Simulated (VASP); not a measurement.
# LiF (Griceite) (Fm-3m) in VASP: further runs, part 2 of 2

VASP 6.6.1.

## (4) Single point, PBEsol

This run uses another cell than the first one, of 8.82 Å³/atom, 1.052 times its volume.

The input, INCAR:

```
PREC = Accurate ; ENCUT = 750
EDIFF = 1E-6 ; ISMEAR = 0
SIGMA = 0.01 ; LREAL = F
LASPH = T ; NELM = 120
ALGO = Normal ; ISIF = 2
LWAVE = F ; LCHARG = F
GGA = PS ; NBANDS = 12
GGA_COMPAT = F
```

The input, KPOINTS:

```
regular mesh
0
Gamma
  7 7 7
```

The input, POSCAR:

```
LiF
1.0
    0.0000000000      2.0663349340      2.0663349340
    2.0663349340      0.0000000000      2.0663349340
    2.0663349340      2.0663349340      0.0000000000
Li F
1 1
Direct
    0.0000000000      0.0000000000      0.0000000000
    0.5000000000      0.5000000000      0.5000000000
```

Potentials or basis: VASP PAW PBE potentials, release 64 (Li_sv, F).

Command:

```
$ cat potpaw_PBE.64/Li_sv/POTCAR potpaw_PBE.64/F/POTCAR > POTCAR
$ mpirun -np 1 vasp_std > vasp.out
```

OUTCAR:

```text
PREC = Accurate
   ENCUT = 750
   EDIFF = 1E-6
   ISMEAR = 0
   LREAL = F
   LASPH = T
   NELM = 120
   ISIF = 2
   GGA = PS

 ion  position               nearest neighbor table
   1  0.000  0.000  0.000-   2 2.07   2 2.07   2 2.07   2 2.07   2 2.07   2 2.07
   2  0.500  0.500  0.500-   1 2.07   1 2.07   1 2.07   1 2.07   1 2.07   1 2.07

  LATTYP: Found a face centered cubic cell.
 ALAT       =     4.1326698680

  Lattice vectors:

 A1 = (   0.0000000000,   2.0663349340,   2.0663349340)
 A2 = (   2.0663349340,   0.0000000000,   2.0663349340)
 A3 = (   2.0663349340,   2.0663349340,   0.0000000000)

Analysis of symmetry for initial positions (statically):
=====================================================================
 Subroutine PRICEL returns:
 Original cell was already a primitive cell.

 Routine SETGRP: Setting up the symmetry group for a
 face centered cubic supercell.

 Subroutine GETGRP returns: Found 48 space group operations
 (whereof 48 operations were pure point group operations)
 out of a pool of 48 trial point group operations.

The static configuration has the point symmetry O_h .

Analysis of symmetry for dynamics (positions and initial velocities):
=====================================================================
 Subroutine PRICEL returns:
 Original cell was already a primitive cell.

 Routine SETGRP: Setting up the symmetry group for a
 face centered cubic supercell.

 Subroutine GETGRP returns: Found 48 space group operations
 (whereof 48 operations were pure point group operations)
 out of a pool of 48 trial point group operations.

The dynamic configuration has the point symmetry O_h .

 Subroutine INISYM returns: Found 48 space group operations
 (whereof 48 operations are pure point group operations),
 and found     1 'primitive' translations

----------------------------------------------------------------------------------------

                                     Primitive cell

  volume of cell :      17.6454

  direct lattice vectors                    reciprocal lattice vectors
     0.000000000  2.066334934  2.066334934    -0.241974325  0.241974325  0.241974325
     2.066334934  0.000000000  2.066334934     0.241974325 -0.241974325  0.241974325
     2.066334934  2.066334934  0.000000000     0.241974325  0.241974325 -0.241974325

  length of vectors
     2.922238888  2.922238888  2.922238888     0.419111824  0.419111824  0.419111824

  position of ions in fractional coordinates (direct lattice)
     0.000000000  0.000000000  0.000000000
     0.500000000  0.500000000  0.500000000

  ion indices of the primitive-cell ions
   primitive index   ion index
                 1           1
                 2           2

----------------------------------------------------------------------------------------

 KPOINTS: regular mesh

Automatic generation of k-mesh.
 Grid dimensions read from file:
 generate k-points for:    7    7    7

 Generating k-lattice:

  Cartesian coordinates                     Fractional coordinates (reciprocal lattice)
    -0.034567761  0.034567761  0.034567761     0.142857143  0.000000000  0.000000000
[... 36 lines left out ...]
   k-points           NKPTS =     20   k-points in BZ     NKDIM =     20   number of bands    NBANDS=     12
   number of dos      NEDOS =    301   number of ions     NIONS =      2
   total plane-waves  NPLWV =  21952
   dimension x,y,z NGX =    28 NGY =   28 NGZ =   28
   dimension x,y,z NGXF=    56 NGYF=   56 NGZF=   56
   ions per type =               1   1
   NGX,Y,Z   is equivalent  to a cutoff of  15.93, 15.93, 15.93 a.u.
   NGXF,Y,Z  is equivalent  to a cutoff of  31.86, 31.86, 31.86 a.u.
 SYSTEM =  unknown system
   PREC   = accura    normal or accurate (medium, high low for compatibility)
   ISTART =      0    job   : 0-new  1-cont  2-samecut
   ICHARG =      2    charge: 1-file 2-atom 10-const
   ISPIN  =      1    spin polarized calculation?
   LNONCOLLINEAR =      F non collinear calculations
   LSORBIT =      F    spin-orbit coupling
   LASPH  =      T    aspherical Exc in radial PAW
   ENCUT  =  750.0 eV  55.12 Ry    7.42 a.u.   6.53  6.53  6.53*2*pi/ulx,y,z
   NELM   =    120;   NELMIN=  2; NELMDL= -5     # of ELM steps
   EDIFF  = 0.1E-05   stopping-criterion for ELM
   LREAL  =      F    real-space projection
   EDIFFG = 0.1E-04   stopping-criterion for IOM
   NSW    =      0    number of steps for IOM
   IBRION =     -1    ionic relax: 0-MD 1-quasi-New 2-CG
   NFREE  =      0    steps in history (QN), initial steepest desc. (CG)
   ISIF   =      2    stress and relaxation
   ISYM   =      2    0-nonsym 1-usesym 2-fastsym
   POTIM  = 0.5000    time-step for ionic-motion
   TEBEG  =    0.0;   TEEND  =   0.0 temperature during run
   PSTRESS=    0.0 pullay stress
   NELECT =      10.0000    total number of electrons
   NUPDOWN=      -1.0000    fix difference up-down
   EMIN   =  10.00;   EMAX   =-10.00  energy-range for DOS
   EFERMI =   0.00;   METHOD = LEGACY
   ISMEAR =     0;   SIGMA  =   0.01  broadening in eV -4-tet -1-fermi 0-gaus
   EFERMI_NEDOS =   21; number of points for ismear=-14 and -15
   IALGO  =     38    algorithm
   IMIX   =      4    mixing-type and parameters
     AMIX     =   0.40;   BMIX     =  1.00
     AMIX_MAG =   1.60;   BMIX_MAG =  1.00
  volume/ion in A,a.u.               =       8.82        59.54
  Fermi-wavevector in a.u.,A,eV,Ry     =   1.354765  2.560135 24.971989  1.835389
  Thomas-Fermi vector in A             =   2.481910
   LORBIT       =      0    0 simple, 1 ext, 2 COOP (PROOUT), +10 PAW based schemes
   GGA     = PS    functional components
   LHFCALC =     F    Hartree Fock is set to
   AEXX    =    0.0000 exact exchange contribution
   IVDW    =     0    specifies the selected vdW correction
   LEPSILON=     F    determine dielectric tensor
   LRPA    =     F    only Hartree local field effects (RPA)
 non-spin polarized calculation
 Gauss-broadening in eV      SIGMA  =   0.01
  energy-cutoff  :      750.00
  volume of cell :       17.65
 maximum number of plane-waves:       869
 NGX is ok and might be reduce to    28
   NGX = 13   NGY = 13   NGZ = 13

 number of electron      10.0000000 magnetization

 number of electron       9.9999997 magnetization

 Free energy of the ion-electron system (eV)
  ---------------------------------------------------
  ext. energy  EPLUGINS =         0.00000000
  ---------------------------------------------------
  free energy    TOTEN  =        -9.82898675 eV

  energy without entropy =       -9.82898675  energy(sigma->0) =       -9.82898675

 E-fermi :  -1.4232     XC(G=0):  -9.8221

 val. band max:       -1.5560156264   @ k =   0.0000   0.0000   0.0000
 cond. band min:       6.7071006811   @ k =   0.0000   0.0000   0.0000
 fundamental gap:      8.2631163075
 Fermi energy:        -1.4232419982

 k-point     1 :       0.0000    0.0000    0.0000
  band No.  band energies     occupation
      1     -41.9327      2.00000
      2     -21.2156      2.00000
      3      -1.5560      2.00000
      4      -1.5560      2.00000
      5      -1.5560      2.00000
      6       6.7071      0.00000
      7      21.3138      0.00000
      8      21.3138      0.00000
      9      21.3138      0.00000
     10      21.8160      0.00000
     11      21.8160      0.00000
     12      21.8160      0.00000
[... 271 lines left out ...]
 k-point    20 :      -0.2857    0.4286    0.1429
  band No.  band energies     occupation
      1     -41.8753      2.00000
      2     -20.6460      2.00000
      3      -3.5725      2.00000
      4      -3.2515      2.00000
      5      -2.2277      2.00000
      6      12.2200      0.00000
      7      12.6320      0.00000
      8      15.6167      0.00000
      9      16.6586      0.00000
     10      23.1501      0.00000
     11      26.4351      0.00000
     12      31.1827      0.00000

------------------------ aborting loop because EDIFF is reached ----------------------------------------

  FORCE on cell =-STRESS in cart. coord.  units (eV):
  Direction    XX          YY          ZZ          XY          YZ          ZX
  --------------------------------------------------------------------------------------
  -------------------------------------------------------------------------------------
  Total       -0.6489952     -0.6489952     -0.6489952      0.0000000      0.0000000      0.0000000
  in kB      -58.9277604    -58.9277604    -58.9277604      0.0000000      0.0000000      0.0000000
  external PRESSURE =     -58.9277604 kB  Pullay stress =       0.0000000 kB

 VOLUME and BASIS-vectors are now :
 -----------------------------------------------------------------------------
  energy-cutoff  :      750.00
  volume of cell :       17.65
      direct lattice vectors                 reciprocal lattice vectors
     0.000000000  2.066334934  2.066334934    -0.241974325  0.241974325  0.241974325
     2.066334934  0.000000000  2.066334934     0.241974325 -0.241974325  0.241974325
     2.066334934  2.066334934  0.000000000     0.241974325  0.241974325 -0.241974325

 POSITION                                       TOTAL-FORCE (eV/Angst)
 -----------------------------------------------------------------------------------
      0.00000      0.00000      0.00000        -0.000000     -0.000000     -0.000000
      2.06633      2.06633      2.06633         0.000000      0.000000      0.000000
 -----------------------------------------------------------------------------------
    total drift:                                0.000000      0.000000      0.000000

  FREE ENERGIE OF THE ION-ELECTRON SYSTEM (eV)
  ---------------------------------------------------
  free  energy   TOTEN  =        -9.8289867542 eV

  energy  without entropy=       -9.8289867542  energy(sigma->0) =       -9.82898675
```

OSZICAR:

```text
N       E                     dE             d eps       ncg     rms          rms(c)
DAV:   1     0.456010006497E+02    0.45601E+02   -0.63045E+03   480   0.107E+03
DAV:   2    -0.839034156177E+01   -0.53991E+02   -0.52740E+02   556   0.221E+02
DAV:   3    -0.102336443375E+02   -0.18433E+01   -0.18371E+01   652   0.363E+01
DAV:   4    -0.102584427986E+02   -0.24798E-01   -0.24796E-01   564   0.443E+00
DAV:   5    -0.102587150088E+02   -0.27221E-03   -0.27221E-03   612   0.386E-01    0.408E+00
DAV:   6    -0.983028397720E+01    0.42843E+00   -0.20979E+00   532   0.876E+00    0.149E+00
DAV:   7    -0.982677338893E+01    0.35106E-02   -0.15264E-02   660   0.116E+00    0.873E-01
DAV:   8    -0.982890410006E+01   -0.21307E-02   -0.14059E-02   672   0.133E+00    0.118E-01
DAV:   9    -0.982892038998E+01   -0.16290E-04   -0.11007E-03   564   0.295E-01    0.473E-02
DAV:  10    -0.982898614363E+01   -0.65754E-04   -0.14241E-04   552   0.877E-02    0.791E-03
DAV:  11    -0.982898675419E+01   -0.61056E-06   -0.32977E-06   616   0.189E-02
   1 F= -.98289868E+01 E0= -.98289868E+01  d E =-.135447E-80
```

Run time: 12 s. Hardware: 1 thread of Intel Xeon 8259CL, shared host; peak memory 0.15 GiB.

Results:

| Item | Value |
| --- | --- |
| Free energy | -9.8290 eV |
| Pressure | -5.9 GPa |
| Band gap on the k mesh | 8.26 eV, direct |

Caveat: the PAW data sets were made with another functional, which shifts forces and pressure a little. Expect the measured gap to be larger: semilocal functionals such as PBEsol lack the derivative discontinuity.

## (5) Overview

| cell | gap on the mesh (eV) | pressure (GPa) |
| --- | --- | --- |
| a = 2.873 Å, angles 60.0°, 2 atoms | 8.68 | -3.1 |
| a = 2.898 Å, angles 60.0°, 2 atoms | 8.47 | -4.6 |
| a = 2.922 Å, angles 60.0°, 2 atoms | 8.26 | -5.9 |

Alike in all rows: task single point; level PBEsol; potentials or basis VASP PAW PBE potentials, release 64 (Li_sv, F); no spin polarisation; k mesh 7 × 7 × 7; cutoff (eV) 750; smearing gaussian 0.01 eV.

Caveats: the PAW data sets were made with another functional, which shifts forces and pressure a little.

Total energies depend on the potentials used, so only differences within one code and one set of settings carry meaning.
